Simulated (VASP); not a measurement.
# TiO2 in VASP: further runs, part 3 of 3

VASP 6.6.1. The steps go on from the part before.

## Step 5: Relaxation of cell and atoms, PBE

This run uses another cell than the first one, of 13.57 Å³/atom, 0.954 times its volume.

INCAR reads:

```
SYSTEM = TiO2
PREC     = Accurate       ! precision mode
ENCUT    = 600            ! plane-wave cutoff, eV
EDIFF    = 1E-6           ! SCF threshold, eV
ISMEAR   = 0              ! smearing method
SIGMA    = 0.02           ! smearing width, eV
LREAL    = .False.        ! projectors in reciprocal space
LASPH    = .True.         ! aspherical terms in the spheres
NELM     = 60             ! most SCF steps
ALGO     = Normal         ! electronic algorithm
ISIF     = 3              ! what is computed and relaxed
LWAVE    = .False.        ! write WAVECAR
LCHARG   = .False.        ! write CHGCAR
GGA      = PE             ! functional
IBRION   = 2              ! ionic algorithm
NSW      = 100            ! ionic steps
EDIFFG   = -0.01          ! ionic threshold
```

KPOINTS reads:

```
Automatic mesh
0
Gamma
  12 12 4
  0 0 0
```

POSCAR reads:

```
TiO2
1.0
    2.9899090254      0.0000000000      0.0000000000
   -1.4949545127      2.5893371710      0.0000000000
    0.0000000000      0.0000000000      5.2567182902
Ti O
1 2
Direct
    0.0000000000      0.0000000000      0.5000000000
    0.3333333333      0.6666666667      0.6834438549
    0.6666666667      0.3333333333      0.3165561451
```

Potentials or basis: VASP PAW PBE potentials, release 64 (Ti_sv, O).

On the command line:

```
$ cat potpaw_PBE.64/Ti_sv/POTCAR potpaw_PBE.64/O/POTCAR > POTCAR
$ mpirun -np 1 vasp_std > vasp.out
```

OUTCAR:

```text
SYSTEM = TiO2
   PREC = Accurate
   ENCUT = 600
   EDIFF = 1E-6
   ISMEAR = 0
   LREAL = .False.
   LASPH = .True.
   NELM = 60
   ISIF = 3
   GGA = PE
   IBRION = 2
   NSW = 100
   EDIFFG = -0.01

 ion  position               nearest neighbor table
   1  0.000  0.000  0.500-   2 1.98   3 1.98   2 1.98   3 1.98   3 1.98   2 1.98
   2  0.333  0.667  0.683-   1 1.98   1 1.98   1 1.98
   3  0.667  0.333  0.317-   1 1.98   1 1.98   1 1.98

  LATTYP: Found a hexagonal cell.
 ALAT       =     2.9899090254
 C/A-ratio  =     1.7581532567

  Lattice vectors:

 A1 = (   2.9899090254,   0.0000000000,   0.0000000000)
 A2 = (  -1.4949545127,   2.5893371710,   0.0000000000)
 A3 = (   0.0000000000,   0.0000000000,   5.2567182902)

Analysis of symmetry for initial positions (statically):
=====================================================================
 Subroutine PRICEL returns:
 Original cell was already a primitive cell.

 Routine SETGRP: Setting up the symmetry group for a
 hexagonal supercell.

 Subroutine GETGRP returns: Found 12 space group operations
 (whereof 12 operations were pure point group operations)
 out of a pool of 24 trial point group operations.

The static configuration has the point symmetry D_3d.

Analysis of symmetry for dynamics (positions and initial velocities):
=====================================================================
 Subroutine PRICEL returns:
 Original cell was already a primitive cell.

 Routine SETGRP: Setting up the symmetry group for a
 hexagonal supercell.

 Subroutine GETGRP returns: Found 12 space group operations
 (whereof 12 operations were pure point group operations)
 out of a pool of 24 trial point group operations.

The dynamic configuration has the point symmetry D_3d.

 Subroutine INISYM returns: Found 12 space group operations
 (whereof 12 operations are pure point group operations),
 and found     1 'primitive' translations

----------------------------------------------------------------------------------------

                                     Primitive cell

  volume of cell :      40.6969

  direct lattice vectors                    reciprocal lattice vectors
     2.989909025  0.000000000  0.000000000     0.334458337  0.193099611  0.000000000
    -1.494954513  2.589337171  0.000000000     0.000000000  0.386199222  0.000000000
     0.000000000  0.000000000  5.256718290     0.000000000  0.000000000  0.190232755

  length of vectors
     2.989909025  2.989909025  5.256718290     0.386199222  0.386199222  0.190232755

  position of ions in fractional coordinates (direct lattice)
     0.000000000  0.000000000  0.500000000
     0.333333333  0.666666667  0.683443855
     0.666666667  0.333333333  0.316556145

  ion indices of the primitive-cell ions
   primitive index   ion index
                 1           1
                 2           2
                 3           3

[... 27 lines left out ...]
            Coordinates               Weight
  0.000000  0.000000  0.000000      1.000000
  0.083333 -0.000000  0.000000      6.000000
  0.166667  0.000000  0.000000      6.000000
  0.250000  0.000000  0.000000      6.000000
  0.333333  0.000000  0.000000      6.000000
  0.416667  0.000000  0.000000      6.000000
[... 16 lines left out ...]
  0.166667  0.000000  0.250000      6.000000
  0.000000  0.166667  0.250000      6.000000
 [... further k-points ...]
   k-points           NKPTS =     69   k-points in BZ     NKDIM =     69   number of bands    NBANDS=     16
   number of dos      NEDOS =    301   number of ions     NIONS =      3
   total plane-waves  NPLWV =  24192
   dimension x,y,z NGX =    24 NGY =   24 NGZ =   42
   dimension x,y,z NGXF=    48 NGYF=   48 NGZF=   84
   ions per type =               1   2
   NGX,Y,Z   is equivalent  to a cutoff of  13.34, 13.34, 13.28 a.u.
   NGXF,Y,Z  is equivalent  to a cutoff of  26.69, 26.69, 26.57 a.u.
 SYSTEM =  TiO2
   PREC   = accura    normal or accurate (medium, high low for compatibility)
   ISTART =      0    job   : 0-new  1-cont  2-samecut
   ICHARG =      2    charge: 1-file 2-atom 10-const
   ISPIN  =      1    spin polarized calculation?
   LNONCOLLINEAR =      F non collinear calculations
   LSORBIT =      F    spin-orbit coupling
   LASPH  =      T    aspherical Exc in radial PAW
   ENCUT  =  600.0 eV  44.10 Ry    6.64 a.u.   5.97  5.97 10.50*2*pi/ulx,y,z
   NELM   =     60;   NELMIN=  2; NELMDL= -5     # of ELM steps
   EDIFF  = 0.1E-05   stopping-criterion for ELM
   LREAL  =      F    real-space projection
   EDIFFG = -.1E-01   stopping-criterion for IOM
   NSW    =    100    number of steps for IOM
   IBRION =      2    ionic relax: 0-MD 1-quasi-New 2-CG
   NFREE  =      1    steps in history (QN), initial steepest desc. (CG)
   ISIF   =      3    stress and relaxation
   ISYM   =      2    0-nonsym 1-usesym 2-fastsym
   POTIM  = 0.5000    time-step for ionic-motion
   TEBEG  =    0.0;   TEEND  =   0.0 temperature during run
   PSTRESS=    0.0 pullay stress
   NELECT =      24.0000    total number of electrons
   NUPDOWN=      -1.0000    fix difference up-down
   EMIN   =  10.00;   EMAX   =-10.00  energy-range for DOS
   EFERMI =   0.00;   METHOD = LEGACY
   ISMEAR =     0;   SIGMA  =   0.02  broadening in eV -4-tet -1-fermi 0-gaus
   EFERMI_NEDOS =   21; number of points for ismear=-14 and -15
   IALGO  =     38    algorithm
   IMIX   =      4    mixing-type and parameters
     AMIX     =   0.40;   BMIX     =  1.00
     AMIX_MAG =   1.60;   BMIX_MAG =  1.00
  volume/ion in A,a.u.               =      13.57        91.55
  Fermi-wavevector in a.u.,A,eV,Ry     =   1.372855  2.594321 25.643337  1.884732
  Thomas-Fermi vector in A             =   2.498425
   LORBIT       =      0    0 simple, 1 ext, 2 COOP (PROOUT), +10 PAW based schemes
   GGA     = PE    functional components
   LHFCALC =     F    Hartree Fock is set to
   AEXX    =    0.0000 exact exchange contribution
   IVDW    =     0    specifies the selected vdW correction
   LEPSILON=     F    determine dielectric tensor
   LRPA    =     F    only Hartree local field effects (RPA)
 conjugate gradient relaxation of ions
 non-spin polarized calculation
 Gauss-broadening in eV      SIGMA  =   0.02
  energy-cutoff  :      600.00
  volume of cell :       40.70
 maximum number of plane-waves:      1404
   NGX = 11   NGY = 11   NGZ = 21

--------------------------------------- Ionic step        1  -------------------------------------------

 number of electron      24.0000011 magnetization

 Free energy of the ion-electron system (eV)
  ---------------------------------------------------
  ext. energy  EPLUGINS =         0.00000000
  ---------------------------------------------------
  free energy    TOTEN  =       -26.49954706 eV

  energy without entropy =      -26.49954706  energy(sigma->0) =      -26.49954706

------------------------ aborting loop because EDIFF is reached ----------------------------------------

  FORCE on cell =-STRESS in cart. coord.  units (eV):
  Direction    XX          YY          ZZ          XY          YZ          ZX
  --------------------------------------------------------------------------------------
  -------------------------------------------------------------------------------------
  Total        0.1276656      0.1276656      0.0673845      0.0000000     -0.0000000      0.0000000
  in kB        5.0260099      5.0260099      2.6528297      0.0000000     -0.0000000      0.0000000
  external PRESSURE =       4.2349498 kB  Pullay stress =       0.0000000 kB
[... 61 lines left out ...]
--------------------------------------- Ionic step        3  -------------------------------------------

 number of electron      24.0000012 magnetization

 Free energy of the ion-electron system (eV)
  ---------------------------------------------------
  ext. energy  EPLUGINS =         0.00000000
  ---------------------------------------------------
  free energy    TOTEN  =       -26.49976084 eV

  energy without entropy =      -26.49976084  energy(sigma->0) =      -26.49976084

 E-fermi :   1.5874     XC(G=0):  -9.5127

 val. band max:        1.3363102468   @ k =   0.1667   0.0833   0.0000
 cond. band min:       3.9330175810   @ k =   0.0000   0.0000   0.5000
 fundamental gap:      2.5967073342
 Fermi energy:         1.5873675878

 k-point     1 :       0.0000    0.0000    0.0000
  band No.  band energies     occupation
      1     -55.1167      2.00000
      2     -31.3792      2.00000
      3     -31.0994      2.00000
      4     -31.0994      2.00000
      5     -16.1640      2.00000
      6     -14.3692      2.00000
[... 433 lines left out ...]
      3     -31.2461      2.00000
      4     -31.1271      2.00000
      5     -15.8173      2.00000
      6     -14.5576      2.00000
[... 8 lines left out ...]
     15       5.5188      0.00000
     16       7.3578      0.00000

 [... further k-points ...]
[... 5 lines left out ...]
  --------------------------------------------------------------------------------------
  -------------------------------------------------------------------------------------
  Total       -0.0062985     -0.0062985     -0.0112240      0.0000000      0.0000000      0.0000000
  in kB       -0.2474156     -0.2474156     -0.4408980      0.0000000      0.0000000      0.0000000
  external PRESSURE =      -0.3119098 kB  Pullay stress =       0.0000000 kB
[... 18 lines left out ...]
  FREE ENERGIE OF THE ION-ELECTRON SYSTEM (eV)
  ---------------------------------------------------
  free  energy   TOTEN  =       -26.4997608384 eV

  energy  without entropy=      -26.4997608384  energy(sigma->0) =      -26.49976084

 reached required accuracy - stopping structural energy minimisation
```

Run time: 74 s. Hardware: 1 thread of Intel Xeon Platinum 8259CL at 2.50GHz (Skylake/Cascade Lake), shared host; peak memory 0.2 GiB.

Results:

```yaml
Free_energy: -26.4998 eV
Relaxed_volume: 13.60 Å³/atom
Relaxed_cell: a = 2.993 Å, b = 2.993 Å, c = 5.259 Å, α = 90.00°, β = 90.00°, γ = 120.00°
Space_group_after_relaxing_to_0.05_Å: P-3m1 (No. 164)
Energy_gained_by_relaxing: 0.1 meV/atom
Ionic_steps: 3
Pressure_after_relaxing: 0.0 GPa
Largest_force_after_relaxing: 0.004 eV/Å
Band_gap_on_the_k_mesh: 2.60 eV, indirect (least direct gap 2.86 eV)
```

Forces on the atoms (eV/Å):
```
Ti   0.000  0.000  0.000
O    0.000  0.000  0.004
O    0.000  0.000 -0.004
```

The path:
```tsv
step	energy change (eV)	largest force (eV/Å)	pressure (GPa)	volume (Å³)
1	0.0000	0.0580	0.42	40.70
2	0.0002	0.0665	-0.73	40.91
3	-0.0002	0.0042	-0.03	40.79
```

Final structure:
```
CELL_PARAMETERS angstrom
2.99253 0.00000 0.00000
-1.49626 2.59160 0.00000
0.00000 0.00000 5.25915
ATOMIC_POSITIONS crystal
Ti 0.00000 0.00000 0.50000
O 0.33333 0.66667 0.68367
O 0.66667 0.33333 0.31633
```

## Step 6: Relaxation of cell and atoms, PBE, collinear spin, ferromagnetic start

This run uses another cell than the first one, of 11.07 Å³/atom, 0.779 times its volume.

INCAR reads:

```
SYSTEM = TiO2
ALGO = Normal
EDIFF = 1E-7
EDIFFG = -0.04
ENCUT = 600
GGA = PE
IBRION = 2
ISIF = 3
ISMEAR = 0
ISPIN = 2
LASPH = .TRUE.
LCHARG = .FALSE.
LMAXMIX = 4
LORBIT = 11
LREAL = .FALSE.
LWAVE = .FALSE.
MAGMOM = 1 0 0
NELM = 150
NSW = 90
PREC = Accurate
SIGMA = 0.1
```

KPOINTS reads:

```
k-points
0
G
  6 6 4
  0 0 0
```

POSCAR reads:

```
TiO2
1.0
    3.0146707600      0.0000000000      0.0000000000
   -1.5073353800      2.6107814600      0.0000000000
    0.0000000000      0.0000000000      4.2197756600
Ti O
1 2
Direct
    0.0000000000      0.0000000000      0.7781499200
    0.3333333300      0.6666666700      0.9835939400
    0.6666666700      0.3333333300      0.5469803600
```

Potentials or basis: VASP PAW PBE potentials, release 64 (Ti_sv, O).

On the command line:

```
$ cat potpaw_PBE.64/Ti_sv/POTCAR potpaw_PBE.64/O/POTCAR > POTCAR
$ mpirun -np 1 vasp_std > vasp.out
```

Wall time 5.8 min (1 thread of Intel Xeon Platinum 8259CL at 2.50GHz (Skylake/Cascade Lake), shared host); peak memory 0.18 GiB.

It converged, with:

| Quantity | Value |
| --- | --- |
| Free energy | -26.4784 eV |
| Relaxed volume | 12.86 Å³/atom |
| Relaxed cell | a = 2.997 Å, b = 2.997 Å, c = 4.958 Å, α = 90.00°, β = 90.00°, γ = 120.00° |
| Space group after relaxing (to 0.05 Å) | P-3m1 (No. 164) |
| Energy gained by relaxing | 49.0 meV/atom |
| Ionic steps | 17 |
| Pressure after relaxing | -0.3 GPa |
| Largest force after relaxing | 0.005 eV/Å |
| Band gap on the k mesh | 2.60 eV, indirect (least direct gap 2.85 eV) |
| Net moment | 0.00 μB per cell |
| Valence electrons inside the program's atomic spheres | Ti 10.24; O 5.04 |

Forces in eV/Å, atoms in the order of the input:
```
Ti   0.000  0.000 -0.004
O    0.000  0.000  0.005
O    0.000  0.000 -0.001
```

Stress tensor (GPa, compression positive):
```
-0.49  0.00  0.00
 0.00 -0.49  0.00
 0.00  0.00  0.02
```

Step by step:
| step | energy change (eV) | largest force (eV/Å) | pressure (GPa) | volume (Å³) |
| --- | --- | --- | --- | --- |
| 1 | 0.0000 | 0.9640 | 4.91 | 33.21 |
| 2 | -0.0459 | 0.8461 | -5.90 | 34.86 |
| 3 | -0.0591 | 0.4069 | -2.78 | 34.33 |
| 4 | -0.0836 | 0.5243 | 2.51 | 33.99 |
| 5 | -0.0848 | 0.4194 | 1.54 | 34.05 |
| 6 | -0.1022 | 0.2412 | 1.82 | 34.44 |
| 7 | -0.1106 | 0.3839 | 2.35 | 34.95 |
| 8 | -0.1222 | 0.4171 | 0.48 | 35.67 |
| 9 | -0.1302 | 0.4782 | -2.05 | 36.76 |
| 10 | -0.1404 | 0.1545 | -0.59 | 37.04 |
| 11 | -0.1428 | 0.1294 | 0.51 | 37.25 |
| 12 | -0.1428 | 0.1418 | 0.60 | 37.26 |
| 13 | -0.1443 | 0.1121 | 0.52 | 37.51 |
| 14 | -0.1466 | 0.0923 | 0.36 | 38.24 |
| 15 | -0.1467 | 0.0982 | 0.30 | 38.47 |
| 16 | -0.1470 | 0.0485 | -0.66 | 38.64 |
| 17 | -0.1471 | 0.0050 | -0.32 | 38.58 |

Final structure:
```
CELL_PARAMETERS angstrom
2.99735 0.00000 0.00000
-1.49867 2.59578 0.00000
0.00000 0.00000 4.95824
ATOMIC_POSITIONS crystal
Ti 0.00000 0.00000 0.76960
O 0.33333 0.66667 0.96382
O 0.66667 0.33333 0.57531
```

Levels at points of the mesh, in eV from the valence-band top:
Spin up:
```csv
k point,band 8,band 9,band 10,band 11,band 12,band 13,band 14,band 15,band 16,band 17
"(0.00, 0.00, 0.00)",-3.69,-3.69,-0.24,-0.24,-0.24,2.61,2.61,4.28,6.75,6.75
"(0.50, 0.00, 0.00)",-2.81,-2.49,-1.80,-1.32,-0.90,2.86,3.62,3.69,6.18,6.66
"(0.00, 0.00, 0.50)",-3.68,-3.40,-1.13,-0.27,-0.27,2.60,2.60,4.32,6.78,6.78
"(0.50, 0.00, 0.50)",-2.85,-2.73,-1.65,-1.26,-0.51,2.85,3.62,3.68,6.16,6.62
```
Spin down:
| k point | band 10 | band 11 | band 12 | band 13 | band 14 | band 15 |
| --- | --- | --- | --- | --- | --- | --- |
| (0.00, 0.00, 0.00) | -0.24 | -0.24 | -0.24 | 2.61 | 2.61 | 4.28 |
| (0.50, 0.00, 0.00) | -1.80 | -1.32 | -0.90 | 2.86 | 3.62 | 3.69 |
| (0.00, 0.00, 0.50) | -1.13 | -0.27 | -0.27 | 2.60 | 2.60 | 4.32 |
| (0.50, 0.00, 0.50) | -1.65 | -1.26 | -0.51 | 2.85 | 3.62 | 3.68 |

Caveat: the volume moved by over 15 % at a fixed basis, so the end points are rough. Expect the measured gap to be larger: semilocal functionals such as PBE lack the derivative discontinuity.

## Step 7: Overview

| task | spin | cell | k mesh | cutoff (eV) | smearing | gap on the mesh (eV) | pressure (GPa) | moment (μB) | relaxed volume (Å³/atom) | largest force (eV/Å) |
| --- | --- | --- | --- | --- | --- | --- | --- | --- | --- | --- |
| single point | off | a = 2.990, b = 2.990, c = 5.512 Å, angles 90.0, 90.0, 120.0°, 3 atoms | 12 × 12 × 4 | 520 | gaussian 0.02 eV | 2.63 | 0.6 | - | - | 0.06 |
| single point | collinear, ferromagnetic start | a = 3.015, b = 3.015, c = 4.220 Å, angles 90.0, 90.0, 120.0°, 3 atoms | 6 × 6 × 4 | 520 | gaussian 0.1 eV | 2.27 | 5.1 | 0.00 | - | 0.97 |
| single point | collinear, ferromagnetic start | a = 2.990, b = 2.990, c = 5.257 Å, angles 90.0, 90.0, 120.0°, 3 atoms | 6 × 6 × 4 | 520 | gaussian 0.1 eV | 2.65 | 0.7 | 0.00 | - | 0.06 |
| relaxation of cell and atoms | off | relaxed from a = 2.990, b = 2.990, c = 5.257 Å, angles 90.0, 90.0, 120.0°, 3 atoms | 12 × 12 × 4 | 600 | gaussian 0.02 eV | 2.60 | 0.0 | - | 13.60 | - |
| relaxation of cell and atoms | collinear, ferromagnetic start | relaxed from a = 3.015, b = 3.015, c = 4.220 Å, angles 90.0, 90.0, 120.0°, 3 atoms | 6 × 6 × 4 | 600 | gaussian 0.1 eV | 2.60 | -0.3 | 0.00 | 12.86 | - |

Alike in all rows: level PBE; potentials or basis VASP PAW PBE potentials, release 64 (Ti_sv, O).

Caveats: the volume moved by over 15 % at a fixed basis, so the end points are rough (some runs).

Total energies depend on the potentials used, so only differences within one code and one set of settings carry meaning.
